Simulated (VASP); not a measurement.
# In (I4/mmm) in VASP: single point with PBEsol

Aim: the single point of In with PBEsol.

Program: VASP 6.6.1. These are calculated values, not measurements. Logs are shortened: lines on timing, memory, paths and dates and some standing lists are left out, and cuts for length are marked.

## Step 1: The cell of the first run

The typed cell holds 1 atom: a = 3.354 Å, b = 3.354 Å, c = 3.354 Å, α = 120.00°, β = 120.00°, γ = 90.01°.

This isn't the form of In at room conditions, which is tetragonal.

## Step 2: Single point, PBEsol

INCAR

```
ALGO = Fast
EDIFF = 1E-7
ENCUT = 520
GGA = PS
ISIF = 2
ISMEAR = 0
LASPH = T
LCHARG = F
LREAL = F
LWAVE = F
NBANDS = 12
NELM = 80
PREC = Accurate
SIGMA = 0.15
```

KPOINTS

```
k-points
0
Gamma
  20 20 20
```

POSCAR

```
In
1.0
   -1.6772237541      1.6772237541      2.3715943883
    1.6772237541     -1.6772237541      2.3715943883
    1.6772237541      1.6772237541     -2.3715943883
In
1
Direct
    0.0000000000      0.0000000000      0.0000000000
```

Potentials or basis: VASP PAW PBE potentials, release 64 (In_d).

Started as:

```sh
cat potpaw_PBE.64/In_d/POTCAR > POTCAR
mpirun -np 1 vasp_std > vasp.out
```

OUTCAR:

```text
EDIFF = 1E-7
   ENCUT = 520
   GGA = PS
   ISIF = 2
   ISMEAR = 0
   LASPH = T
   LREAL = F
   NELM = 80
   PREC = Accurate

 ion  position               nearest neighbor table
   1  0.000  0.000  0.000-

  LATTYP: Found a body centered tetragonal cell.
 ALAT       =     3.3544475082
 C/A-ratio  =     1.4140000000

  Lattice vectors:

 A1 = (  -1.6772237541,   1.6772237541,   2.3715943883)
 A2 = (   1.6772237541,  -1.6772237541,   2.3715943883)
 A3 = (   1.6772237541,   1.6772237541,  -2.3715943883)

Analysis of symmetry for initial positions (statically):
=====================================================================
 Subroutine PRICEL returns:
 Original cell was already a primitive cell.

 Routine SETGRP: Setting up the symmetry group for a
 body centered tetragonal supercell.

 Subroutine GETGRP returns: Found 16 space group operations
 (whereof 16 operations were pure point group operations)
 out of a pool of 16 trial point group operations.

The static configuration has the point symmetry D_4h.

Analysis of symmetry for dynamics (positions and initial velocities):
=====================================================================
 Subroutine PRICEL returns:
 Original cell was already a primitive cell.

 Routine SETGRP: Setting up the symmetry group for a
 body centered tetragonal supercell.

 Subroutine GETGRP returns: Found 16 space group operations
 (whereof 16 operations were pure point group operations)
 out of a pool of 16 trial point group operations.

The dynamic configuration has the point symmetry D_4h.

 Subroutine INISYM returns: Found 16 space group operations
 (whereof 16 operations are pure point group operations),
 and found     1 'primitive' translations

----------------------------------------------------------------------------------------

                                     Primitive cell

  volume of cell :      26.6859

  direct lattice vectors                    reciprocal lattice vectors
    -1.677223754  1.677223754  2.371594388     0.000000000  0.298111685  0.210828632
     1.677223754 -1.677223754  2.371594388     0.298111685  0.000000000  0.210828632
     1.677223754  1.677223754 -2.371594388     0.298111685  0.298111685  0.000000000

  length of vectors
     3.354194238  3.354194238  3.354194238     0.365129140  0.365129140  0.421593588

  position of ions in fractional coordinates (direct lattice)
     0.000000000  0.000000000  0.000000000

  ion indices of the primitive-cell ions
   primitive index   ion index
                 1           1

[... 84 lines left out ...]
   EMIN   =  10.00;   EMAX   =-10.00  energy-range for DOS
   EFERMI =   0.00;   METHOD = LEGACY
   ISMEAR =     0;   SIGMA  =   0.15  broadening in eV -4-tet -1-fermi 0-gaus
   EFERMI_NEDOS =   21; number of points for ismear=-14 and -15
   IALGO  =     68    algorithm
   IMIX   =      4    mixing-type and parameters
     AMIX     =   0.40;   BMIX     =  1.00
     AMIX_MAG =   1.60;   BMIX_MAG =  1.00
  volume/ion in A,a.u.               =      26.69       180.09
  Fermi-wavevector in a.u.,A,eV,Ry     =   1.288136  2.434225 22.576080  1.659295
  Thomas-Fermi vector in A             =   2.420108
   LORBIT       =      0    0 simple, 1 ext, 2 COOP (PROOUT), +10 PAW based schemes
   GGA     = PS    functional components
   LHFCALC =     F    Hartree Fock is set to
   AEXX    =    0.0000 exact exchange contribution
   IVDW    =     0    specifies the selected vdW correction
   LEPSILON=     F    determine dielectric tensor
   LRPA    =     F    only Hartree local field effects (RPA)
 non-spin polarized calculation
 RMM-DIIS sequential band-by-band and
 Gauss-broadening in eV      SIGMA  =   0.15
  energy-cutoff  :      520.00
  volume of cell :       26.69
 maximum number of plane-waves:       736
 NGX is ok and might be reduce to    28
   NGX = 13   NGY = 13   NGZ = 13

 number of electron      13.0000002 magnetization

 Free energy of the ion-electron system (eV)
  ---------------------------------------------------
  ext. energy  EPLUGINS =         0.00000000
  ---------------------------------------------------
  free energy    TOTEN  =        -2.98055401 eV

  energy without entropy =       -2.97542892  energy(sigma->0) =       -2.97799147

 E-fermi :   7.1362     XC(G=0): -10.3118

 val. band max:        7.1263843491   @ k =  -0.4500   0.4500   0.2500
 cond. band min:       7.1372155833   @ k =  -0.3500  -0.3500   0.0500
 fundamental gap:      0.0108312343
 Fermi energy:         7.1362040289

 k-point     1 :       0.0000    0.0000    0.0000
  band No.  band energies     occupation
      1      -7.3912      2.00000
      2      -7.3912      2.00000
      3      -7.3910      2.00000
      4      -7.2267      2.00000
      5      -7.2265      2.00000
      6      -2.2959      2.00000
      7      17.5025      0.00000
      8      17.5029      0.00000
      9      17.5029      0.00000
     10      18.6163      0.00000
     11      20.9566      0.00000
     12      20.9568      0.00000
[... 331 lines left out ...]
 k-point    24 :      -0.3500    0.0500   -0.0000
  band No.  band energies     occupation
      1      -7.4307      2.00000
      2      -7.3644      2.00000
      3      -7.3541      2.00000
      4      -7.1584      2.00000
      5      -7.1222      2.00000
      6       0.1995      2.00000
      7       7.7034      0.00000
      8      15.1157      0.00000
      9      15.7397      0.00000
     10      17.8151      0.00000
     11      20.0738      0.00000
     12      21.0125      0.00000

 [... further k-points ...]

------------------------ aborting loop because EDIFF is reached ----------------------------------------

  FORCE on cell =-STRESS in cart. coord.  units (eV):
  Direction    XX          YY          ZZ          XY          YZ          ZX
  --------------------------------------------------------------------------------------
  -------------------------------------------------------------------------------------
  Total       -0.2947596     -0.2947596     -0.2947335      0.0000000     -0.0000000      0.0000000
  in kB      -17.6968548    -17.6968548    -17.6952900      0.0000000     -0.0000000      0.0000000
  external PRESSURE =     -17.6963332 kB  Pullay stress =       0.0000000 kB

 VOLUME and BASIS-vectors are now :
 -----------------------------------------------------------------------------
  energy-cutoff  :      520.00
  volume of cell :       26.69
      direct lattice vectors                 reciprocal lattice vectors
    -1.677223754  1.677223754  2.371594388     0.000000000  0.298111685  0.210828632
     1.677223754 -1.677223754  2.371594388     0.298111685  0.000000000  0.210828632
     1.677223754  1.677223754 -2.371594388     0.298111685  0.298111685  0.000000000

 POSITION                                       TOTAL-FORCE (eV/Angst)
 -----------------------------------------------------------------------------------
      0.00000      0.00000      0.00000         0.000000     -0.000000      0.000000
 -----------------------------------------------------------------------------------
    total drift:                               -0.000000     -0.000000     -0.000000

  FREE ENERGIE OF THE ION-ELECTRON SYSTEM (eV)
  ---------------------------------------------------
  free  energy   TOTEN  =        -2.9805540126 eV

  energy  without entropy=       -2.9754289183  energy(sigma->0) =       -2.97799147
```

OSZICAR:

```text
N       E                     dE             d eps       ncg     rms          rms(c)
DAV:   1     0.779725903861E+02    0.77973E+02   -0.62390E+03 15580   0.136E+03
DAV:   2     0.736046228554E+00   -0.77237E+02   -0.75251E+02 16216   0.289E+02
DAV:   3    -0.293475395391E+01   -0.36708E+01   -0.36602E+01 18288   0.641E+01
DAV:   4    -0.301783598359E+01   -0.83082E-01   -0.83058E-01 19668   0.958E+00
DAV:   5    -0.302150516491E+01   -0.36692E-02   -0.36691E-02 21072   0.178E+00    0.217E+00
RMM:   6    -0.298715868113E+01    0.34346E-01   -0.44948E-02 18891   0.333E+00    0.112E+00
RMM:   7    -0.298090274583E+01    0.62559E-02   -0.15321E-02 18259   0.159E+00    0.279E-01
RMM:   8    -0.298048905881E+01    0.41369E-03   -0.19834E-03 22326   0.655E-01    0.719E-02
RMM:   9    -0.298054550603E+01   -0.56447E-04   -0.59474E-04 23791   0.240E-01    0.422E-02
RMM:  10    -0.298054823028E+01   -0.27243E-05   -0.14320E-04 21025   0.207E-01    0.618E-03
RMM:  11    -0.298055283574E+01   -0.46055E-05   -0.67145E-05 24998   0.882E-02    0.127E-02
RMM:  12    -0.298055289782E+01   -0.62084E-07   -0.15027E-05 21824   0.572E-02    0.720E-03
RMM:  13    -0.298055397912E+01   -0.10813E-05   -0.73403E-06 25408   0.248E-02    0.626E-03
RMM:  14    -0.298055401262E+01   -0.33501E-07   -0.72942E-07 15196   0.857E-03
   1 F= -.29805540E+01 E0= -.29779915E+01  d E =-.512509E-02
```

Wall time 9.4 min (1 thread of AMD EPYC 7R13, shared host); peak memory 0.32 GiB.

Results:

```
Free energy            : -2.9806 eV
Pressure               : -1.8 GPa
Band gap on the k mesh : zero (an odd number of electrons rules out a gap without spin polarisation)
```

Levels at points of the mesh, in eV from the Fermi level:
| k point | band 3 | band 4 | band 5 | band 6 | band 7 | band 8 | band 9 | band 10 |
| --- | --- | --- | --- | --- | --- | --- | --- | --- |
| (0.00, 0.00, 0.00) | -14.53 | -14.36 | -14.36 | -9.43 | 10.37 | 10.37 | 10.37 | 11.48 |
| (0.50, 0.00, 0.00) | -14.52 | -14.21 | -14.21 | -4.33 | -3.31 | 8.25 | 8.25 | 10.79 |
| (0.50, 0.50, 0.00) | -14.22 | -14.18 | -14.18 | -2.17 | -2.15 | 3.97 | 3.97 | 7.25 |
| (0.50, 0.50, 0.50) | -14.22 | -14.18 | -14.18 | -2.17 | -2.15 | 3.97 | 3.97 | 7.25 |

Caveat: the PAW data sets were made with another functional, which shifts forces and pressure a little; spin-orbit coupling is left out, which moves the levels of the heavy elements.
